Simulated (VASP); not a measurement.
# H2 in VASP: a series of runs

The runs below take H2 through single point, relaxation of the atoms, with PBE+D3(BJ).

All numbers are computed with VASP 6.6.1; they aren't measurements. Logs are shortened: lines on timing, memory, paths and dates and some standing lists are left out, and cuts for length are marked.

**1. The cell of the first run**

The cell holds a molecule in a box, 2 atoms: a = 9.000 Å, b = 9.800 Å, c = 9.800 Å, α = 90.00°, β = 90.00°, γ = 90.00°.

**2. Single point, PBE+D3(BJ)**

File INCAR:

```
PREC     = Accurate       # precision mode
ENCUT    = 520            # plane-wave cutoff, eV
EDIFF    = 1E-6           # SCF threshold, eV
ISMEAR   = 0              # smearing method
SIGMA    = 0.01           # smearing width, eV
LREAL    = F              # projectors in reciprocal space
LASPH    = T              # aspherical terms in the spheres
NELM     = 60             # most SCF steps
ALGO     = Normal         # electronic algorithm
ISIF     = 2              # what is computed and relaxed
LWAVE    = F              # write WAVECAR
LCHARG   = F              # write CHGCAR
GGA      = PE             # functional
IVDW     = 12             # dispersion correction
NBANDS   = 8              # bands
```

File KPOINTS:

```
Automatic mesh
0
Gamma
  1 1 1
```

File POSCAR:

```
H
1.0
    9.0000000000      0.0000000000      0.0000000000
    0.0000000000      9.8000000000      0.0000000000
    0.0000000000      0.0000000000      9.8000000000
H
2
Direct
    0.5000000000      0.4686500875      0.4779774446
    0.5000000000      0.5313499125      0.5220225554
```

Potentials or basis: VASP PAW PBE potentials, release 64 (H).

Run with:

```console
> cat potpaw_PBE.64/H/POTCAR > POTCAR
> mpirun -np 1 vasp_gam > vasp.out
```

OUTCAR:

```text
PREC = Accurate
   ENCUT = 520
   EDIFF = 1E-6
   ISMEAR = 0
   LREAL = F
   LASPH = T
   NELM = 60
   ISIF = 2
   GGA = PE
   IVDW = 12
 IVDW          = 12

 ion  position               nearest neighbor table
   1  0.500  0.469  0.478-   2 0.75
   2  0.500  0.531  0.522-   1 0.75

  LATTYP: Found a simple tetragonal cell.
 ALAT       =     9.8000000000
 C/A-ratio  =     0.9183673469

  Lattice vectors:

 A1 = (   0.0000000000,   9.8000000000,   0.0000000000)
 A2 = (   0.0000000000,   0.0000000000,   9.8000000000)
 A3 = (   9.0000000000,   0.0000000000,   0.0000000000)

Analysis of symmetry for initial positions (statically):
=====================================================================
 Subroutine PRICEL returns:
 Original cell was already a primitive cell.

 Routine SETGRP: Setting up the symmetry group for a
 simple tetragonal supercell.

 Subroutine GETGRP returns: Found  4 space group operations
 (whereof  4 operations were pure point group operations)
 out of a pool of 16 trial point group operations.

The static configuration has the point symmetry C_2h.

Analysis of symmetry for dynamics (positions and initial velocities):
=====================================================================
 Subroutine PRICEL returns:
 Original cell was already a primitive cell.

 Routine SETGRP: Setting up the symmetry group for a
 simple tetragonal supercell.

 Subroutine GETGRP returns: Found  4 space group operations
 (whereof  4 operations were pure point group operations)
 out of a pool of 16 trial point group operations.

The dynamic configuration has the point symmetry C_2h.

 Subroutine INISYM returns: Found  4 space group operations
 (whereof  4 operations are pure point group operations),
 and found     1 'primitive' translations

----------------------------------------------------------------------------------------

                                     Primitive cell

  volume of cell :     864.3600

  direct lattice vectors                    reciprocal lattice vectors
     9.000000000  0.000000000  0.000000000     0.111111111  0.000000000  0.000000000
     0.000000000  9.800000000  0.000000000     0.000000000  0.102040816  0.000000000
     0.000000000  0.000000000  9.800000000     0.000000000  0.000000000  0.102040816

  length of vectors
     9.000000000  9.800000000  9.800000000     0.111111111  0.102040816  0.102040816

  position of ions in fractional coordinates (direct lattice)
     0.500000000  0.468650088  0.477977445
     0.500000000  0.531349912  0.522022555

  ion indices of the primitive-cell ions
   primitive index   ion index
                 1           1
                 2           2

----------------------------------------------------------------------------------------

 KPOINTS: Automatic mesh

Automatic generation of k-mesh.
 Grid dimensions read from file:
 generate k-points for:    1    1    1

 Generating k-lattice:

  Cartesian coordinates                     Fractional coordinates (reciprocal lattice)
     0.111111111  0.000000000  0.000000000     1.000000000  0.000000000  0.000000000
     0.000000000  0.102040816  0.000000000     0.000000000  1.000000000  0.000000000
     0.000000000  0.000000000  0.102040816     0.000000000  0.000000000  1.000000000

  Length of vectors
     0.111111111  0.102040816  0.102040816

  Shift w.r.t. Gamma in fractional coordinates (k-lattice)
     0.000000000  0.000000000  0.000000000

 Subroutine IBZKPT returns following result:
 ===========================================

 Found      1 irreducible k-points:

 Following reciprocal coordinates:
            Coordinates               Weight
  0.000000  0.000000  0.000000      1.000000
   k-points           NKPTS =      1   k-points in BZ     NKDIM =      1   number of bands    NBANDS=      8
   number of dos      NEDOS =    301   number of ions     NIONS =      2
   total plane-waves  NPLWV = 448000
   dimension x,y,z NGX =    70 NGY =   80 NGZ =   80
   dimension x,y,z NGXF=   140 NGYF=  160 NGZF=  160
   ions per type =               2
   NGX,Y,Z   is equivalent  to a cutoff of  12.93, 13.57, 13.57 a.u.
   NGXF,Y,Z  is equivalent  to a cutoff of  25.86, 27.14, 27.14 a.u.
 SYSTEM =  unknown system
   PREC   = accura    normal or accurate (medium, high low for compatibility)
   ISTART =      0    job   : 0-new  1-cont  2-samecut
   ICHARG =      2    charge: 1-file 2-atom 10-const
   ISPIN  =      1    spin polarized calculation?
   LNONCOLLINEAR =      F non collinear calculations
   LSORBIT =      F    spin-orbit coupling
   LASPH  =      T    aspherical Exc in radial PAW
   ENCUT  =  520.0 eV  38.22 Ry    6.18 a.u.  16.73 18.22 18.22*2*pi/ulx,y,z
   NELM   =     60;   NELMIN=  2; NELMDL= -5     # of ELM steps
   EDIFF  = 0.1E-05   stopping-criterion for ELM
   LREAL  =      F    real-space projection
   EDIFFG = 0.1E-04   stopping-criterion for IOM
   NSW    =      0    number of steps for IOM
   IBRION =     -1    ionic relax: 0-MD 1-quasi-New 2-CG
   NFREE  =      0    steps in history (QN), initial steepest desc. (CG)
   ISIF   =      2    stress and relaxation
   ISYM   =      2    0-nonsym 1-usesym 2-fastsym
   POTIM  = 0.5000    time-step for ionic-motion
   TEBEG  =    0.0;   TEEND  =   0.0 temperature during run
   PSTRESS=    0.0 pullay stress
   NELECT =       2.0000    total number of electrons
   NUPDOWN=      -1.0000    fix difference up-down
   EMIN   =  10.00;   EMAX   =-10.00  energy-range for DOS
   EFERMI =   0.00;   METHOD = LEGACY
   ISMEAR =     0;   SIGMA  =   0.01  broadening in eV -4-tet -1-fermi 0-gaus
   EFERMI_NEDOS =   21; number of points for ismear=-14 and -15
   IALGO  =     38    algorithm
   IMIX   =      4    mixing-type and parameters
     AMIX     =   0.40;   BMIX     =  1.00
     AMIX_MAG =   1.60;   BMIX_MAG =  1.00
  volume/ion in A,a.u.               =     432.18      2916.49
  Fermi-wavevector in a.u.,A,eV,Ry     =   0.216531  0.409184  0.637918  0.046886
  Thomas-Fermi vector in A             =   0.992233
   LORBIT       =      0    0 simple, 1 ext, 2 COOP (PROOUT), +10 PAW based schemes
   GGA     = PE    functional components
   LHFCALC =     F    Hartree Fock is set to
   AEXX    =    0.0000 exact exchange contribution
   IVDW    =    12    specifies the selected vdW correction
   LEPSILON=     F    determine dielectric tensor
   LRPA    =     F    only Hartree local field effects (RPA)
 non-spin polarized calculation
 Gauss-broadening in eV      SIGMA  =   0.01
  energy-cutoff  :      520.00
  volume of cell :      864.36
 maximum number of plane-waves:     11637
 NGX is ok and might be reduce to    70
   NGX = 33   NGY = 37   NGZ = 37

 number of electron       2.0000000 magnetization

 Free energy of the ion-electron system (eV)
  ---------------------------------------------------
  ext. energy  EPLUGINS =         0.00000000
  ---------------------------------------------------
  free energy    TOTEN  =        -6.77240694 eV

  energy without entropy =       -6.77240694  energy(sigma->0) =       -6.77240694

 E-fermi : -10.2249     XC(G=0):  -0.4345

 val. band max:      -10.2959662139   @ k =   0.0000   0.0000   0.0000
 cond. band min:      -0.1848590499   @ k =   0.0000   0.0000   0.0000
 fundamental gap:     10.1111071640
 Fermi energy:       -10.2249301438

 k-point     1 :       0.0000    0.0000    0.0000
  band No.  band energies     occupation
      1     -10.2960      2.00000
      2      -0.1849      0.00000
      3       0.3832      0.00000
      4       0.9796      0.00000
      5       1.1654      0.00000
      6       1.3963      0.00000
      7       1.4297      0.00000
      8       1.7101      0.00000

------------------------ aborting loop because EDIFF is reached ----------------------------------------

 Edisp (eV)   -0.00255

 E8    (eV) :    -0.0005

  FORCE on cell =-STRESS in cart. coord.  units (eV):
  Direction    XX          YY          ZZ          XY          YZ          ZX
  --------------------------------------------------------------------------------------
  -------------------------------------------------------------------------------------
  Total      -0.02740    -0.04904    -0.03815     0.00000    -0.01510     0.00000
  in kB      -0.05079    -0.09089    -0.07071     0.00000    -0.02798     0.00000
  external pressure =       -0.07 kB  Pullay stress =        0.00 kB

 VOLUME and BASIS-vectors are now :
 -----------------------------------------------------------------------------
  energy-cutoff  :      520.00
  volume of cell :      864.36
      direct lattice vectors                 reciprocal lattice vectors
     9.000000000  0.000000000  0.000000000     0.111111111  0.000000000  0.000000000
     0.000000000  9.800000000  0.000000000     0.000000000  0.102040816  0.000000000
     0.000000000  0.000000000  9.800000000     0.000000000  0.000000000  0.102040816

 POSITION                                       TOTAL-FORCE (eV/Angst)
 -----------------------------------------------------------------------------------
      4.50000      4.59277      4.68418         0.000000      0.026741      0.018739
      4.50000      5.20723      5.11582         0.000000     -0.026741     -0.018739
 -----------------------------------------------------------------------------------
    total drift:                                0.000000      0.000000      0.000000

  FREE ENERGIE OF THE ION-ELECTRON SYSTEM (eV)
  ---------------------------------------------------
  free  energy   TOTEN  =        -6.7749577711 eV

  energy  without entropy=       -6.7749577711  energy(sigma->0) =       -6.77495777
```

Run time: 19 s. Hardware: 1 thread of Intel Xeon 6975P-C (Granite Rapids), shared host; peak memory 0.76 GiB.

What came out:

```
Free energy                     : -6.7750 eV
Largest force                   : 0.033 eV/Å
Gap between the frontier levels : 10.11 eV
Dispersion energy per atom      : -0.001 eV
```

Forces in eV/Å, atoms in the order of the input:
```
H    0.000  0.027  0.019
H    0.000 -0.027 -0.019
```

**3. Single point, PBE+D3(BJ)**

File INCAR:

```
SYSTEM = H
PREC     = Accurate       ! precision mode
ENCUT    = 520            ! plane-wave cutoff, eV
EDIFF    = 1E-6           ! SCF threshold, eV
ISMEAR   = 0              ! smearing method
SIGMA    = 0.01           ! smearing width, eV
LREAL    = .FALSE.        ! projectors in reciprocal space
LASPH    = .TRUE.         ! aspherical terms in the spheres
NELM     = 100            ! most SCF steps
ALGO     = Normal         ! electronic algorithm
ISIF     = 2              ! what is computed and relaxed
LWAVE    = .FALSE.        ! write WAVECAR
LCHARG   = .FALSE.        ! write CHGCAR
GGA      = PE             ! functional
IVDW     = 12             ! dispersion correction
NBANDS   = 8              ! bands
```

File KPOINTS:

```
Automatic mesh
0
G
  1 1 1
  0 0 0
```

File POSCAR:

```
H
1.0
    9.0000000000      0.0000000000      0.0000000000
    0.0000000000      9.8000000000      0.0000000000
    0.0000000000      0.0000000000      9.8000000000
H
2
Direct
    0.5000000000      0.4686743082      0.4779941575
    0.5000000000      0.5313256918      0.5220058425
```

Potentials or basis: VASP PAW PBE potentials, release 64 (H).

Run with:

```console
> cat potpaw_PBE.64/H/POTCAR > POTCAR
> mpirun -np 1 vasp_gam > vasp.out
```

Run time: 20 s. Hardware: 1 thread of Intel Xeon 6975P-C (Granite Rapids), shared host; peak memory 0.76 GiB.

Results (log left out):

| Quantity | Value |
| --- | --- |
| Free energy | -6.7750 eV |
| Largest force | 0.013 eV/Å |
| Gap between the frontier levels | 10.11 eV |
| Dispersion energy per atom | -0.001 eV |

Forces in eV/Å, atoms in the order of the input:
```
H    0.000  0.011  0.007
H    0.000 -0.011 -0.007
```

Levels at points of the mesh, in eV from the valence-band top:
| k point | band 1 | band 2 | band 3 | band 4 |
| --- | --- | --- | --- | --- |
| (0.00, 0.00, 0.00) | 0.00 | 10.11 | 10.68 | 11.28 |

**4. Relaxation of the atoms, PBE+D3(BJ)**

File INCAR:

```
SYSTEM = H
PREC = Accurate ; ENCUT = 520
EDIFF = 1E-6 ; ISMEAR = 0
SIGMA = 0.01 ; LREAL = .FALSE.
LASPH = .TRUE. ; NELM = 60
ALGO = Normal ; ISIF = 2
LWAVE = .FALSE. ; LCHARG = .FALSE.
GGA = PE ; IVDW = 12
IBRION = 2 ; NSW = 80
EDIFFG = -0.01
```

KPOINTS is that of step 3.

File POSCAR:

```
H
1.0
    9.0000000000      0.0000000000      0.0000000000
    0.0000000000      9.8000000000      0.0000000000
    0.0000000000      0.0000000000      9.8000000000
H
2
Direct
    0.5000000000      0.4686500875      0.4779774446
    0.5000000000      0.5313499125      0.5220225554
```

Run with:

```console
> cat potpaw_PBE.64/H/POTCAR > POTCAR
> mpirun -np 1 vasp_gam > vasp.out
```

Wall time 29 s (1 thread of Intel Xeon 6975P-C (Granite Rapids), shared host); peak memory 0.85 GiB.

It converged, with:

```yaml
Free_energy: -6.7750 eV
Energy_gained_by_relaxing: 0.0 meV/atom
Ionic_steps: 3
Gap_between_the_frontier_levels: 10.12 eV
Dispersion_energy_per_atom: -0.001 eV
```

Final structure:
```
CELL_PARAMETERS angstrom
9.00000 0.00000 0.00000
0.00000 9.80000 0.00000
0.00000 0.00000 9.80000
ATOMIC_POSITIONS crystal
H 0.50000 0.46869 0.47801
H 0.50000 0.53131 0.52199
```

Levels at points of the mesh, in eV from the valence-band top:
| k point | band 1 | band 2 | band 3 | band 4 | band 5 |
| --- | --- | --- | --- | --- | --- |
| (0.00, 0.00, 0.00) | 0.00 | 10.12 | 10.69 | 11.28 | 11.47 |
